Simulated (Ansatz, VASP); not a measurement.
## BiTe3: VASP beside Ansatz

```
CELL_PARAMETERS angstrom
6.00073 0.00000 0.00000
0.00000 6.00073 0.00000
0.00000 0.00000 6.00073
ATOMIC_POSITIONS crystal
Bi 0.00000 0.00000 0.00000
Te 0.50000 0.00000 0.00000
Te 0.00000 0.00000 0.50000
Te 0.00000 0.50000 0.00000
```

Alike in both runs: task single point; functional PBE; k mesh 6 × 6 × 6; occupations gaussian, width 0.05 eV; no spin polarisation.

|  | VASP | Ansatz |
| --- | --- | --- |
| version | VASP 6.6.1 | Ansatz 0.2.0 |
| potentials or method | VASP PAW PBE potentials, release 64 (Bi_d, Te), cutoff 520 eV | scalar-relativistic, plane waves, PAW |
| valence electrons in the cell | 33 | 63 |

|  | VASP | Ansatz | Ansatz less VASP |
| --- | --- | --- | --- |
| gap on the k mesh at the Fermi level (eV) | none | none | - |
| pressure (GPa) | 0.4 | 0.4 | +0.03 |

A gap of «none» marks a metal or a gap that the smearing closes. VASP's potentials hold 33 valence electrons a cell and Ansatz's 63, so a difference there can come from the potentials and not from the codes.

Neither program's run includes spin-orbit coupling.
